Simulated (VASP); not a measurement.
Here is a VASP 6.6.1 calculation.

Contents of INCAR:

```
  ALGO = Normal
  EDIFF = 1E-6
  ENCUT = 520
  GGA = PE
  GGA_COMPAT = F
  ISIF = 2
  ISMEAR = 0
  ISPIN = 2
  LASPH = T
  LCHARG = F
  LMAXMIX = 4
  LORBIT = 11
  LREAL = F
  LWAVE = F
  MAGMOM = 0 0 0 0 0 0 0 0 0 0 0 0 0 0 0 0 0 0 0 0 0 0 0 0 1
  NBANDS = 124
  NELM = 200
  PREC = Accurate
  SIGMA = 0.02
```

File KPOINTS:

```
k-points
0
Gamma
  2 2 2
```

POSCAR

```
Zr8CuO16
1.0
    0.0000000000      4.9250000000      4.9250000000
    4.9250000000      0.0000000000      4.9250000000
    4.9250000000      4.9250000000      0.0000000000
Zr O Cu
8 16 1
Direct
    0.0004852535     -0.0006215669      0.0001815621
   -0.0064698261     -0.0075568757      0.5071263907
   -0.0067790229      0.5066125572     -0.0070391346
   -0.0067291687      0.5065624137      0.5073814541
    0.5072668772     -0.0074353593     -0.0066083331
    0.5071815315     -0.0073500643      0.5069179741
    0.5075422931      0.5064595195     -0.0068881984
    0.5004689740      0.4993071406      0.5002191005
    0.1225365032      0.1217039042      0.1223374868
    0.3781474414      0.3773234082      0.3779484704
    0.1225028332      0.1217025088      0.6336550011
    0.3781484922      0.3772941780      0.8667988389
    0.1226036070      0.6328187897      0.1223857040
    0.3782276441      0.8658278221      0.3780515097
    0.1241029648      0.6248845672      0.6256077872
    0.3767628747      0.8740046356      0.8747118551
    0.6339806854      0.1216758293      0.1222535198
    0.8670590414      0.3772615029      0.3779348685
    0.6258465854      0.1231017985      0.6256218280
    0.8749588915      0.3757867257      0.8747284599
    0.6258361905      0.6248882066      0.1238745780
    0.8749470451      0.8740095384      0.3765104918
    0.6258289807      0.6248925689      0.6255970213
    0.8749534706      0.8740042232      0.8747304130
    0.2496226273      1.2505464977      0.2498593413
```

Potentials or basis: VASP PAW PBE potentials, release 64 (Zr_sv, O, Cu).

Launch:

```bash
$ cat potpaw_PBE.64/Zr_sv/POTCAR potpaw_PBE.64/O/POTCAR potpaw_PBE.64/Cu/POTCAR > POTCAR
$ mpirun -np 1 vasp_std > vasp.out
```

(1) Predict the largest force.

(2) Estimate the pressure.

## Answers

(1) 0.029 eV/Å.

(2) 47.5 GPa.

Caveat: the k points lie up to 0.55 Å⁻¹ apart.
